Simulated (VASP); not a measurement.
# Mg3O4 in VASP: notebook, part 2 of 2

VASP 6.6.1. The steps go on from the part before.

### 3 Single point, PBE, collinear spin

File INCAR:

```
PREC = Accurate ; ENCUT = 520
EDIFF = 1E-6 ; ISMEAR = 0
SIGMA = 0.05 ; LREAL = False
LASPH = True ; NELM = 150
ALGO = Normal ; ISIF = 2
LWAVE = False ; LCHARG = False
ISPIN = 2 ; MAGMOM = 0 0 0 0 0 0 2
LORBIT = 11 ; LDIPOL = True
IDIPOL = 3 ; DIPOL = 0.5 0.5 0.336
GGA = PE ; NBANDS = 28
```

File KPOINTS:

```
regular mesh
0
Gamma
  9 9 1
```

File POSCAR:

```
Mg3O4
1.0
    3.0085896345      0.0000000000      0.0000000000
    0.0000000000      3.0085896345      0.0000000000
    0.0000000000      0.0000000000     19.7799623498
Mg O
3 4
Direct
    0.5000000000      0.5000000000      0.2022248541
    0.0000000000      0.0000000000      0.3100331121
    0.5000000000      0.5000000000      0.4161289127
    0.0000000000      0.0000000000      0.2022248541
    0.5000000000      0.5000000000      0.3095409237
    0.0000000000      0.0000000000      0.4186035445
    0.0000000000      0.1250000000      0.4912292725
```

Potentials or basis: VASP PAW PBE potentials, release 64 (Mg, O).

Started as:

```sh
$ cat potpaw_PBE.64/Mg/POTCAR potpaw_PBE.64/O/POTCAR > POTCAR
$ mpirun -np 1 vasp_std > vasp.out
```

OUTCAR:

```text
PREC = Accurate
   ENCUT = 520
   EDIFF = 1E-6
   ISMEAR = 0
   LREAL = False
   LASPH = True
   NELM = 150
   ISIF = 2
   ISPIN = 2
   LORBIT = 11
   GGA = PE

 ion  position               nearest neighbor table
   1  0.500  0.500  0.202-   5 2.12   4 2.13   4 2.13   4 2.13   4 2.13   2 3.01   2 3.01   2 3.01
                             2 3.01
   2  0.000  0.000  0.310-   5 2.13   5 2.13   5 2.13   5 2.13   4 2.13   6 2.15   3 2.99   3 2.99
                             3 2.99   3 2.99   1 3.01   1 3.01   1 3.01   1 3.01
   3  0.500  0.500  0.416-   5 2.11   6 2.13   6 2.13   6 2.13   6 2.13   7 2.40   7 2.40   2 2.99
                             2 2.99   2 2.99   2 2.99
   4  0.000  0.000  0.202-   1 2.13   1 2.13   1 2.13   1 2.13   2 2.13
   5  0.500  0.500  0.310-   3 2.11   1 2.12   2 2.13   2 2.13   2 2.13   2 2.13
   6  0.000  0.000  0.419-   7 1.48   3 2.13   3 2.13   3 2.13   3 2.13   2 2.15
   7  0.000  0.125  0.491-   6 1.48   3 2.40   3 2.40

  LATTYP: Found a simple tetragonal cell.
 ALAT       =     3.0085896345
 C/A-ratio  =     6.5744966090

  Lattice vectors:

 A1 = (   3.0085896345,   0.0000000000,   0.0000000000)
 A2 = (   0.0000000000,   3.0085896345,   0.0000000000)
 A3 = (   0.0000000000,   0.0000000000,  19.7799623498)

[... 1670 lines left out ...]
 -----------------------------------------------------------------------------
  energy-cutoff  :      520.00
  volume of cell :      179.04
      direct lattice vectors                 reciprocal lattice vectors
     3.008589634  0.000000000  0.000000000     0.332381654  0.000000000  0.000000000
     0.000000000  3.008589634  0.000000000     0.000000000  0.332381654  0.000000000
     0.000000000  0.000000000 19.779962350     0.000000000  0.000000000  0.050556214

 POSITION                                       TOTAL-FORCE (eV/Angst)
 -----------------------------------------------------------------------------------
      1.50429      1.50429      4.00000         0.000000      0.001674      0.067792
      0.00000      0.00000      6.13244         0.000000      0.064951     -0.503146
      1.50429      1.50429      8.23101         0.000000     -0.225932      3.294577
      0.00000      0.00000      4.00000         0.000000      0.003152     -0.074137
      1.50429      1.50429      6.12271         0.000000      0.085308      0.409093
      0.00000      0.00000      8.27996         0.000000     -1.227703     -3.411727
      0.00000      0.37607      9.71650         0.000000      1.298551      0.217548
 -----------------------------------------------------------------------------------
    total drift:                                0.000000      0.000143     -0.001509

  FREE ENERGIE OF THE ION-ELECTRON SYSTEM (eV)
  ---------------------------------------------------
  free  energy   TOTEN  =       -37.5417084060 eV

  energy  without entropy=      -37.5399416888  energy(sigma->0) =      -37.54082505

 vacuum level on the upper side and lower side of the slab         6.854         0.889

 total charge

# of ion       s       p       d       tot
------------------------------------------
    1        0.142   0.149   0.061   0.352
    2        0.144   0.166   0.073   0.383
    3        0.122   0.148   0.067   0.338
    4        1.545   3.490   0.000   5.035
    5        1.545   3.539   0.000   5.084
    6        1.548   3.496   0.000   5.043
    7        1.614   3.212   0.000   4.826
--------------------------------------------------
tot          6.660  14.200   0.201  21.061

 magnetization (x)

# of ion       s       p       d       tot
------------------------------------------
    1       -0.000  -0.000  -0.000  -0.000
    2       -0.000  -0.000  -0.000  -0.000
    3       -0.000  -0.000   0.000  -0.000
    4       -0.000   0.000   0.000   0.000
    5       -0.000  -0.000   0.000  -0.000
    6        0.000   0.003   0.000   0.003
    7        0.000   0.032   0.000   0.032
--------------------------------------------------
tot          0.000   0.035  -0.000   0.035
```

OSZICAR:

```text
N       E                     dE             d eps       ncg     rms          rms(c)
DAV:   1     0.223936628605E+03    0.22394E+03   -0.12433E+04  2808   0.868E+02
DAV:   2    -0.143075484746E+02   -0.23824E+03   -0.22089E+03  3892   0.219E+02
DAV:   3    -0.414477113156E+02   -0.27140E+02   -0.26840E+02  3580   0.786E+01
[... 24 lines left out ...]
DAV:  28    -0.375413993032E+02   -0.26071E-03   -0.27164E-05  2868   0.924E-03    0.806E-03
DAV:  29    -0.375415237522E+02   -0.12445E-03   -0.97102E-06  2952   0.104E-02    0.787E-03
DAV:  30    -0.375416698038E+02   -0.14605E-03   -0.14359E-05  3008   0.153E-02    0.568E-03
DAV:  31    -0.375417026346E+02   -0.32831E-04   -0.41577E-06  2848   0.973E-03    0.358E-03
DAV:  32    -0.375417087074E+02   -0.60729E-05   -0.19970E-06  2668   0.731E-03    0.432E-03
DAV:  33    -0.375417084060E+02    0.30142E-06   -0.31390E-07  2780   0.253E-03
   1 F= -.37541708E+02 E0= -.37540825E+02  d E =-.176672E-02  mag=     0.0400
```

Run time: 4.3 min. Hardware: 1 thread of Intel Xeon Platinum 8559C (Emerald Rapids), shared host; peak memory 0.43 GiB.

What came out:

```
Free energy                                           : -37.5417 eV
Largest force                                         : 3.626 eV/Å
Band gap on the k mesh                                : zero (filled and empty bands overlap)
Net moment                                            : 0.04 μB per cell
Site moments                                          : Mg -0.00; O +0.00, -0.00, +0.03 (each value once) μB
Valence electrons inside the program's atomic spheres : Mg 0.35, 0.38, 0.34; O 5.04, 5.08, 4.83 (each value once)
```

Forces in eV/Å, atoms in the order of the input:
```
Mg   0.000  0.002  0.068
Mg   0.000  0.065 -0.503
Mg   0.000 -0.226  3.295
O    0.000  0.003 -0.074
O    0.000  0.085  0.409
O    0.000 -1.228 -3.412
O    0.000  1.299  0.218
```
